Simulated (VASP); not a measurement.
# HfS2 (P-3m1) in VASP: notebook

The runs below take HfS2 through single point, relaxation of cell and atoms, with PBE+D3(BJ).

Everything below comes from runs of VASP 6.6.1. Logs are shortened: lines on timing, memory, paths and dates and some standing lists are left out, and cuts for length are marked.

## Step 1: The cell of the first run

It takes space group P-3m1 (No. 164, trigonal). Conventional cell: a = 3.606 Å, b = 3.606 Å, c = 5.768 Å, α = 90.00°, β = 90.00°, γ = 120.00°. Hf (site symmetry -3m) has 6 S at 2.54 Å within 3.4 Å. S (site symmetry 3m) has 3 Hf at 2.54 Å and 12 S at 3.53 to 3.61 Å within 3.7 Å.

## Step 2: Single point, PBE+D3(BJ)

File INCAR:

```
SYSTEM = HfS2
ALGO = Normal ; EDIFF = 1E-6
ENCUT = 500 ; GGA = PE
GGA_COMPAT = .False. ; ISIF = 2
ISMEAR = 0 ; IVDW = 12
LASPH = .True. ; LCHARG = .False.
LREAL = .False. ; LWAVE = .False.
NBANDS = 18 ; NELM = 120
PREC = Accurate ; SIGMA = 0.02
```

File KPOINTS:

```
k-points
0
Gamma
  12 12 8
  0 0 0
```

File POSCAR:

```
HfS2
1.0
    3.6056138422      0.0000000000      0.0000000000
   -1.8028069211      3.1225531836      0.0000000000
    0.0000000000      0.0000000000      5.7679038196
Hf S
1 2
Direct
    0.0000000000      0.0000000000      0.0000000000
    0.3333333333      0.6666666667      0.2525072390
    0.6666666667      0.3333333333      0.7474927610
```

Potentials or basis: VASP PAW PBE potentials, release 64 (Hf_pv, S).

On the command line:

```sh
> cat potpaw_PBE.64/Hf_pv/POTCAR potpaw_PBE.64/S/POTCAR > POTCAR
> mpirun -np 1 vasp_std > vasp.out
```

OUTCAR:

```text
SYSTEM = HfS2
   EDIFF = 1E-6
   ENCUT = 500
   GGA = PE
   ISIF = 2
   ISMEAR = 0
   IVDW = 12
   LASPH = .True.
   LREAL = .False.
   NELM = 120
   PREC = Accurate
 IVDW          = 12

 ion  position               nearest neighbor table
   1  0.000  0.000  0.000-   2 2.54   3 2.54   3 2.54   2 2.54   3 2.54   2 2.54
   2  0.333  0.667  0.253-   1 2.54   1 2.54   1 2.54
   3  0.667  0.333  0.747-   1 2.54   1 2.54   1 2.54

  LATTYP: Found a hexagonal cell.
 ALAT       =     3.6056138422
 C/A-ratio  =     1.5997009308

  Lattice vectors:

 A1 = (   3.6056138422,   0.0000000000,   0.0000000000)
 A2 = (  -1.8028069211,   3.1225531836,   0.0000000000)
 A3 = (   0.0000000000,   0.0000000000,   5.7679038196)

Analysis of symmetry for initial positions (statically):
=====================================================================
 Subroutine PRICEL returns:
 Original cell was already a primitive cell.

 Routine SETGRP: Setting up the symmetry group for a
 hexagonal supercell.

 Subroutine GETGRP returns: Found 12 space group operations
 (whereof 12 operations were pure point group operations)
 out of a pool of 24 trial point group operations.

The static configuration has the point symmetry D_3d.

Analysis of symmetry for dynamics (positions and initial velocities):
=====================================================================
 Subroutine PRICEL returns:
 Original cell was already a primitive cell.

 Routine SETGRP: Setting up the symmetry group for a
 hexagonal supercell.

 Subroutine GETGRP returns: Found 12 space group operations
 (whereof 12 operations were pure point group operations)
 out of a pool of 24 trial point group operations.

The dynamic configuration has the point symmetry D_3d.

 Subroutine INISYM returns: Found 12 space group operations
 (whereof 12 operations are pure point group operations),
 and found     1 'primitive' translations

----------------------------------------------------------------------------------------

                                     Primitive cell

  volume of cell :      64.9392

  direct lattice vectors                    reciprocal lattice vectors
     3.605613842  0.000000000  0.000000000     0.277345285  0.160125375  0.000000000
[... 84 lines left out ...]
   LSORBIT =      F    spin-orbit coupling
   LASPH  =      T    aspherical Exc in radial PAW
   ENCUT  =  500.0 eV  36.75 Ry    6.06 a.u.   6.57  6.57 10.52*2*pi/ulx,y,z
   NELM   =    120;   NELMIN=  2; NELMDL= -5     # of ELM steps
   EDIFF  = 0.1E-05   stopping-criterion for ELM
   LREAL  =      F    real-space projection
   EDIFFG = 0.1E-04   stopping-criterion for IOM
   NSW    =      0    number of steps for IOM
   IBRION =     -1    ionic relax: 0-MD 1-quasi-New 2-CG
   NFREE  =      0    steps in history (QN), initial steepest desc. (CG)
   ISIF   =      2    stress and relaxation
   ISYM   =      2    0-nonsym 1-usesym 2-fastsym
   POTIM  = 0.5000    time-step for ionic-motion
   TEBEG  =    0.0;   TEEND  =   0.0 temperature during run
   PSTRESS=    0.0 pullay stress
   NELECT =      22.0000    total number of electrons
   NUPDOWN=      -1.0000    fix difference up-down
   EMIN   =  10.00;   EMAX   =-10.00  energy-range for DOS
   EFERMI =   0.00;   METHOD = LEGACY
   ISMEAR =     0;   SIGMA  =   0.02  broadening in eV -4-tet -1-fermi 0-gaus
   EFERMI_NEDOS =   21; number of points for ismear=-14 and -15
   IALGO  =     38    algorithm
   IMIX   =      4    mixing-type and parameters
     AMIX     =   0.40;   BMIX     =  1.00
     AMIX_MAG =   1.60;   BMIX_MAG =  1.00
  volume/ion in A,a.u.               =      21.65       146.08
  Fermi-wavevector in a.u.,A,eV,Ry     =   1.141248  2.156646 17.720868  1.302447
  Thomas-Fermi vector in A             =   2.277949
   LORBIT       =      0    0 simple, 1 ext, 2 COOP (PROOUT), +10 PAW based schemes
   GGA     = PE    functional components
   LHFCALC =     F    Hartree Fock is set to
   AEXX    =    0.0000 exact exchange contribution
   IVDW    =    12    specifies the selected vdW correction
   LEPSILON=     F    determine dielectric tensor
   LRPA    =     F    only Hartree local field effects (RPA)
 non-spin polarized calculation
 Gauss-broadening in eV      SIGMA  =   0.02
  energy-cutoff  :      500.00
  volume of cell :       64.94
 maximum number of plane-waves:      1695
 NGX is ok and might be reduce to    28
   NGX = 13   NGY = 13   NGZ = 21

 number of electron      22.0000001 magnetization

 Free energy of the ion-electron system (eV)
  ---------------------------------------------------
  ext. energy  EPLUGINS =         0.00000000
  ---------------------------------------------------
  free energy    TOTEN  =       -22.86454613 eV

  energy without entropy =      -22.86454613  energy(sigma->0) =      -22.86454613

 E-fermi :   3.7915     XC(G=0):  -9.8344

 val. band max:        3.7148153127   @ k =   0.0000   0.0000   0.0000
 cond. band min:       4.5898915745   @ k =   0.5000  -0.0000   0.5000
 fundamental gap:      0.8750762618
 Fermi energy:         3.7914589823

 k-point     1 :       0.0000    0.0000    0.0000
  band No.  band energies     occupation
      1     -27.1296      2.00000
      2     -27.0141      2.00000
      3     -27.0141      2.00000
      4      -9.5977      2.00000
      5      -7.7923      2.00000
      6      -1.3426      2.00000
[... 481 lines left out ...]
      5      -7.8891      2.00000
      6      -0.8781      2.00000
[... 10 lines left out ...]
     17      10.5242      0.00000
     18      11.1182      0.00000

 [... further k-points ...]

------------------------ aborting loop because EDIFF is reached ----------------------------------------

 Edisp (eV)   -1.02253

 E8    (eV) :    -0.4412

  FORCE on cell =-STRESS in cart. coord.  units (eV):
  Direction    XX          YY          ZZ          XY          YZ          ZX
  --------------------------------------------------------------------------------------
  -------------------------------------------------------------------------------------
  Total      -0.25267    -0.25267    -0.20927     0.00000     0.00000    -0.00000
  in kB      -6.23383    -6.23383    -5.16319     0.00000     0.00000    -0.00000
  external pressure =       -5.88 kB  Pullay stress =        0.00 kB

 VOLUME and BASIS-vectors are now :
 -----------------------------------------------------------------------------
  energy-cutoff  :      500.00
  volume of cell :       64.94
      direct lattice vectors                 reciprocal lattice vectors
     3.605613842  0.000000000  0.000000000     0.277345285  0.160125375  0.000000000
    -1.802806921  3.122553184  0.000000000     0.000000000  0.320250750  0.000000000
     0.000000000  0.000000000  5.767903820     0.000000000  0.000000000  0.173373210

 POSITION                                       TOTAL-FORCE (eV/Angst)
 -----------------------------------------------------------------------------------
      0.00000      0.00000      0.00000         0.000000      0.000000      0.000000
     -0.00000      2.08170      1.45644         0.000000     -0.000000     -0.065584
      1.80281      1.04085      4.31147        -0.000000      0.000000      0.065584
 -----------------------------------------------------------------------------------
    total drift:                               -0.000000     -0.000000      0.000000

  FREE ENERGIE OF THE ION-ELECTRON SYSTEM (eV)
  ---------------------------------------------------
  free  energy   TOTEN  =       -23.8870746033 eV

  energy  without entropy=      -23.8870746033  energy(sigma->0) =      -23.88707460
```

Wall time 2.1 min (1 thread of Intel Xeon Platinum 8375C at 2.90GHz (Ice Lake), shared host); peak memory 0.28 GiB.

Results:

| Item | Value |
| --- | --- |
| Free energy | -23.8871 eV |
| Pressure | -0.6 GPa |
| Largest force | 0.066 eV/Å |
| Band gap on the k mesh | 0.88 eV (least direct gap 1.83 eV) |
| Dispersion energy per atom | -0.341 eV |

Forces on the atoms (eV/Å):
```
Hf   0.000  0.000  0.000
S    0.000  0.000 -0.066
S    0.000  0.000  0.066
```

Caveat: spin-orbit coupling is left out, which moves the levels of the heavy elements.

## Step 3: Relaxation of cell and atoms, PBE+D3(BJ), target pressure 20 GPa, at which the enthalpy is minimised

This run uses another cell than the first one, of 17.52 Å³/atom.

File INCAR:

```
PREC = Accurate
ENCUT = 500
EDIFF = 1E-7
ISMEAR = 0
SIGMA = 0.02
LREAL = False
LASPH = True
NELM = 120
ALGO = Normal
ISIF = 3
LWAVE = False
LCHARG = False
GGA = PE
IVDW = 12
IBRION = 2
NSW = 80
EDIFFG = -0.001
PSTRESS = 200.0
GGA_COMPAT = False
NELMIN = 4
```

File KPOINTS:

```
regular mesh
0
Gamma
  12 12 8
```

File POSCAR:

```
HfS2
1.0
    3.4122066623      0.0000000000      0.0000000000
   -1.7061033312      2.9550576525      0.0000000000
    0.0000000000      0.0000000000      5.2140006191
Hf S
1 2
Direct
    0.0000000000      0.0000000000      0.0000000000
    0.3333333333      0.6666666667      0.2861416475
    0.6666666667      0.3333333333      0.7138583525
```

Potentials or basis: VASP PAW PBE potentials, release 64 (Hf_pv, S).

On the command line:

```sh
> cat potpaw_PBE.64/Hf_pv/POTCAR potpaw_PBE.64/S/POTCAR > POTCAR
> mpirun -np 1 vasp_std > vasp.out
```

Run time: 12 min. Hardware: 1 thread of Intel Xeon Platinum 8375C at 2.90GHz (Ice Lake), shared host; peak memory 0.27 GiB.

The run converged. Its results:

* Free energy: -23.2130 eV
* Relaxed volume: 16.80 Å³/atom
* Relaxed cell: a = 3.361 Å, b = 3.361 Å, c = 5.150 Å, α = 90.00°, β = 90.00°, γ = 120.00°
* Space group after relaxing (to 0.1 Å): P-3m1 (No. 164)
* Energy change on relaxing (the run minimises the enthalpy): +78.6 meV/atom
* Ionic steps: 18
* Pressure after relaxing: 20.0 GPa
* Band gap on the k mesh: zero (bands 11 and 12 overlap by 0.59 eV)
* Dispersion energy per atom: -0.448 eV

The path:
```
step  energy change (eV)  largest force (eV/Å)  pressure (GPa)  volume (Å³)
   1              0.0000                0.0685           14.52        52.57
   2              0.6357                1.3035           32.35        48.14
   3              0.1617                0.3531           19.81        51.06
   4              0.1654                0.3619           19.92        51.03
   5              0.2045                0.1590           19.99        50.65
   6              0.2381                0.0029           20.05        50.37
   7              0.2364                0.0100           20.04        50.38
   8              0.2315                0.0045           19.89        50.42
   9              0.2330                0.0001           19.93        50.41
  10              0.2368                0.0069           20.05        50.38
  11              0.2353                0.0043           20.01        50.39
  12              0.2351                0.0039           20.00        50.39
  13              0.2352                0.0006           19.99        50.39
  14              0.2352                0.0004           19.99        50.39
  15              0.2359                0.0004           20.01        50.39
  16              0.2358                0.0004           20.00        50.39
  17              0.2358                0.0004           20.00        50.39
  18              0.2357                0.0006           20.00        50.39
```

Final structure:
```
Hf S
1.0
     3.36118    0.00000    0.00000
    -1.68059    2.91087    0.00000
     0.00000    0.00000    5.15014
Hf S
1 2
Direct
  0.00000 0.00000 0.00000
  0.33333 0.66667 0.29101
  0.66667 0.33333 0.70899
```

Levels at points of the mesh, in eV from the Fermi level:
| k point | band 7 | band 8 | band 9 | band 10 | band 11 | band 12 | band 13 | band 14 | band 15 |
| --- | --- | --- | --- | --- | --- | --- | --- | --- | --- |
| (0.00, 0.00, 0.00) | -3.33 | -3.33 | -0.17 | -0.17 | 0.48 | 1.69 | 1.76 | 1.76 | 4.31 |
| (0.50, 0.00, 0.00) | -4.12 | -3.77 | -2.93 | -2.85 | -2.34 | 0.07 | 4.70 | 5.13 | 6.09 |
| (0.00, 0.00, 0.50) | -3.53 | -3.08 | -3.08 | -0.92 | -0.92 | 1.54 | 1.54 | 2.39 | 6.10 |
| (0.50, 0.00, 0.50) | -5.51 | -3.75 | -3.40 | -0.97 | -0.79 | -0.11 | 4.58 | 4.62 | 5.14 |

Caveat: the cell is relaxed towards a set pressure, so the run minimises the enthalpy, not the energy; spin-orbit coupling is left out, which moves the levels of the heavy elements.

## Step 4: Relaxation of cell and atoms, PBE+D3(BJ), target pressure 15 GPa, at which the enthalpy is minimised

This run uses another cell than the first one, of 18.42 Å³/atom.

INCAR: that of step 3 with these lines changed.

```diff
@@ -17,3 +17,3 @@
 EDIFFG = -0.001
-PSTRESS = 200.0
+PSTRESS = 150.0
 GGA_COMPAT = False
```

File KPOINTS:

```
Automatic mesh
0
Gamma
  12 12 8
```

File POSCAR:

```
HfS2
1.0
    3.4689584120      0.0000000000      0.0000000000
   -1.7344792060      3.0042061094      0.0000000000
    0.0000000000      0.0000000000      5.3025984762
Hf S
1 2
Direct
    0.0000000000      0.0000000000      0.0000000000
    0.3333333333      0.6666666667      0.2791941769
    0.6666666667      0.3333333333      0.7208058231
```

On the command line:

```sh
> cat potpaw_PBE.64/Hf_pv/POTCAR potpaw_PBE.64/S/POTCAR > POTCAR
> mpirun -np 1 vasp_std > vasp.out
```

Run time: 9.3 min. Hardware: 1 thread of Intel Xeon Platinum 8375C at 2.90GHz (Ice Lake), shared host; peak memory 0.28 GiB.

It converged, with:

```yaml
Free_energy: -23.4421 eV
Relaxed_volume: 17.50 Å³/atom
Relaxed_cell: a = 3.410 Å, b = 3.410 Å, c = 5.211 Å, α = 90.00°, β = 90.00°, γ = 120.00°
Space_group_after_relaxing_to_0.1_Å: P-3m1 (No. 164)
Energy_change_on_relaxing_the_run_minimises_the_enthalpy: +70.7 meV/atom
Ionic_steps: 14
Pressure_after_relaxing: 15.0 GPa
Band_gap_on_the_k_mesh: zero (bands 11 and 12 overlap by 0.31 eV)
Dispersion_energy_per_atom: -0.429 eV
```

The path:
```
step  energy change (eV)  largest force (eV/Å)  pressure (GPa)  volume (Å³)
   1              0.0000                0.0668            9.43        55.26
   2              0.5406                1.3672           26.38        50.30
   3              0.1363                0.3943           14.82        53.45
   4              0.1397                0.4040           14.93        53.42
   5              0.1710                0.2107           14.94        52.97
   6              0.2125                0.0056           14.96        52.49
   7              0.2108                0.0026           14.96        52.51
   8              0.2144                0.0085           15.09        52.46
   9              0.2148                0.0090           15.10        52.46
  10              0.2076                0.0208           14.82        52.54
  11              0.2125                0.0005           15.01        52.49
  12              0.2123                0.0014           15.00        52.49
  13              0.2123                0.0012           15.00        52.49
  14              0.2122                0.0006           15.00        52.49
```

Final structure:
```xyz
3
Lattice="3.4103 0.0000 0.0000 -1.7051 2.9534 0.0000 0.0000 0.0000 5.2114" Properties=species:S:1:pos:R:3 pbc="T T T"
Hf    0.0000    0.0000    5.2114
S     0.0000    1.9689    1.4887
S     1.7051    0.9845    3.7227
```

Levels at points of the mesh, in eV from the Fermi level:
| k point | band 7 | band 8 | band 9 | band 10 | band 11 | band 12 | band 13 | band 14 | band 15 |
| --- | --- | --- | --- | --- | --- | --- | --- | --- | --- |
| (0.00, 0.00, 0.00) | -3.46 | -3.46 | -0.38 | -0.38 | 0.23 | 1.58 | 1.58 | 1.68 | 4.28 |
| (0.50, 0.00, 0.00) | -4.03 | -3.78 | -3.07 | -3.01 | -2.37 | 0.07 | 4.32 | 4.68 | 5.92 |
| (0.00, 0.00, 0.50) | -3.48 | -3.25 | -3.25 | -1.02 | -1.02 | 1.38 | 1.38 | 2.26 | 5.84 |
| (0.50, 0.00, 0.50) | -5.37 | -3.77 | -3.41 | -1.21 | -1.00 | -0.09 | 4.25 | 4.61 | 4.70 |

Caveat: the cell is relaxed towards a set pressure, so the run minimises the enthalpy, not the energy; spin-orbit coupling is left out, which moves the levels of the heavy elements.

## Step 5: Overview

| task | cell | gap on the mesh (eV) | pressure (GPa) |
| --- | --- | --- | --- |
| single point | a = 3.606, b = 3.606, c = 5.768 Å, angles 90.0, 90.0, 120.0°, 3 atoms, atomic positions A | 0.88 | -0.6 |
| relaxation of cell and atoms | relaxed to 20 GPa from a = 3.412, b = 3.412, c = 5.214 Å, angles 90.0, 90.0, 120.0°, 3 atoms, atomic positions B | none | 20.0 |
| relaxation of cell and atoms | relaxed to 15 GPa from a = 3.469, b = 3.469, c = 5.303 Å, angles 90.0, 90.0, 120.0°, 3 atoms, atomic positions C | none | 15.0 |

Alike in all rows: level PBE+D3(BJ); potentials or basis VASP PAW PBE potentials, release 64 (Hf_pv, S); no spin polarisation; k mesh 12 × 12 × 8; cutoff (eV) 500; smearing gaussian 0.02 eV.

Caveats: spin-orbit coupling is left out, which moves the levels of the heavy elements; the cell is relaxed towards a set pressure, so the run minimises the enthalpy, not the energy (at least some runs).

Total energies depend on the potentials used, so only differences within one code and one set of settings carry meaning.

The gap in the log of VASP goes by the Fermi energy; the results here count the filled bands.